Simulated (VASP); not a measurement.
Runs of VASP 6.6.1 on Ru. The structure is that of space group P6_3/mmc (No. 194), or close to it. The cells are those of the table. 

```csv
task,potentials or basis,cell,cutoff (eV),gap on the mesh (eV),pressure (GPa)
relaxation of cell and atoms,"VASP PAW PBE potentials, release 64 (Ru_pv)","relaxed to 15 GPa from a = 2.705, b = 2.705, c = 4.260 Å, angles 90.0, 90.0, 120.0°, 2 atoms",550,none,15.0
single point,"VASP PAW PBE potentials, release 64 (Ru_sv)","a = 2.699, b = 2.699, c = 4.252 Å, angles 90.0, 90.0, 120.0°, 2 atoms",620,none,(a)
relaxation of cell and atoms,"VASP PAW PBE potentials, release 64 (Ru_pv)","relaxed from a = 2.706, b = 2.706, c = 4.282 Å, angles 90.0, 90.0, 120.0°, 2 atoms",550,none,0.0
single point,"VASP PAW PBE potentials, release 64 (Ru_pv)","a = 2.679, b = 2.679, c = 4.224 Å, angles 90.0, 90.0, 120.0°, 2 atoms",550,none,11.8
single point,"VASP PAW PBE potentials, release 64 (Ru_pv)","a = 2.686, b = 2.686, c = 4.234 Å, angles 90.0, 90.0, 120.0°, 2 atoms",550,none,8.7
relaxation of cell and atoms,"VASP PAW PBE potentials, release 64 (Ru_pv)","relaxed to 1 GPa from a = 2.705, b = 2.705, c = 4.260 Å, angles 90.0, 90.0, 120.0°, 2 atoms",550,none,1.0
single point,"VASP PAW PBE potentials, release 64 (Ru_pv)","a = 2.667, b = 2.667, c = 4.208 Å, angles 90.0, 90.0, 120.0°, 2 atoms",550,none,16.8
single point,"VASP PAW PBE potentials, release 64 (Ru_pv)","a = 2.694, b = 2.694, c = 4.245 Å, angles 90.0, 90.0, 120.0°, 2 atoms",550,none,(b)
```

Alike in all rows: level r2SCAN; no spin polarisation; k mesh 20 × 20 × 12; smearing fermi-dirac 0.05 eV.

Problem. Fill in the values left out.

Solution. (a) 2.1; (b) 5.6.

Caveats: the PAW data sets were made with another functional, which shifts forces and pressure a little; the cell stands under pressure (at least some runs); the cell is relaxed towards a set pressure, so the run minimises the enthalpy, not the energy (at least some runs); an empty level that is flat over the whole mesh can mark a ghost state of the potentials, or a narrow d or f band (at least some runs).

A k mesh can miss the band edges, and the runs leave out spin-orbit coupling on Ru.

A gap of «none» marks levels without a gap at the run's occupations.

The runs don't all hold the same shells in valence.
